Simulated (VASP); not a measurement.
Here is a VASP 6.6.1 calculation.

Contents of INCAR:

```
SYSTEM = GaGe
PREC     = Accurate       ! precision mode
ENCUT    = 520            ! plane-wave cutoff, eV
EDIFF    = 1E-7           ! SCF threshold, eV
ISMEAR   = 0              ! smearing method
SIGMA    = 0.15           ! smearing width, eV
LREAL    = .FALSE.        ! projectors in reciprocal space
LASPH    = .TRUE.         ! aspherical terms in the spheres
NELM     = 80             ! most SCF steps
ALGO     = Normal         ! electronic algorithm
ISIF     = 2              ! what is computed and relaxed
LWAVE    = .FALSE.        ! write WAVECAR
LCHARG   = .FALSE.        ! write CHGCAR
GGA      = CA             ! functional
NBANDS   = 20             ! bands
```

Contents of KPOINTS:

```
Automatic mesh
0
G
  14 14 14
  0 0 0
```

Contents of POSCAR:

```
GaGe
1.0
    0.0000000000      2.9847793200      2.8109086800
    2.9847793200      0.0000000000      2.8109086800
    2.9847793200      2.9847793200      0.0000000000
Ga Ge
1 1
Direct
    0.7500000000      0.7500000000      0.7500000000
    0.0000000000      0.0000000000      0.0000000000
```

Potentials or basis: VASP PAW LDA potentials, release 64 (Ga_d, Ge_d).

The run is started by

```console
$ cat potpaw_LDA.64/Ga_d/POTCAR potpaw_LDA.64/Ge_d/POTCAR > POTCAR
$ mpirun -np 1 vasp_std > vasp.out
```

Task: Predict the pressure.

Result: -5.3 GPa.

Task: Predict the band gap on the k mesh.

Result: Zero (an odd number of electrons rules out a gap without spin polarisation).

Stress tensor (GPa, compression positive):
```
-5.45  0.00  0.00
 0.00 -5.45  0.00
 0.00  0.00 -4.95
```

Caveat: the cell differs from its parent crystal (strain +0.030 along x and y, -0.030 along z); the cell stands under tension; an odd number of electrons without spin polarisation forces a metal; a magnetic or distorted state may lie lower.
